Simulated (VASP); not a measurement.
Input of a VASP 6.6.1 run:

Contents of INCAR:

```
SYSTEM = SrO
PREC = Accurate
ENCUT = 520
EDIFF = 1E-7
ISMEAR = 0
SIGMA = 0.05
LREAL = .False.
LASPH = .True.
NELM = 100
ALGO = Normal
ISIF = 2
LWAVE = .False.
LCHARG = .False.
GGA = PS
NBANDS = 15
```

File KPOINTS:

```
Automatic mesh
0
Gamma
  8 8 8
  0 0 0
```

File POSCAR:

```
SrO
1.0
    0.0000000000      2.6422265306      2.4308484082
    2.6422265306      0.0000000000      2.4308484082
    2.6422265306      2.6422265306      0.0000000000
Sr O
1 1
Direct
    0.0000000000      0.0000000000      0.0000000000
    0.5000000000      0.5000000000      0.5000000000
```

Potentials or basis: VASP PAW PBE potentials, release 64 (Sr_sv, O).

The run is started by

```bash
$ cat potpaw_PBE.64/Sr_sv/POTCAR potpaw_PBE.64/O/POTCAR > POTCAR
$ mpirun -np 1 vasp_std > vasp.out
```

(1) What does it give for the pressure?

(2) What does it give for the band gap on the k mesh?

## Answers

(1) 1.3 GPa.

(2) 2.70 eV, indirect (least direct gap 2.98 eV).

Caveat: the PAW data sets were made with another functional, which shifts forces and pressure a little.
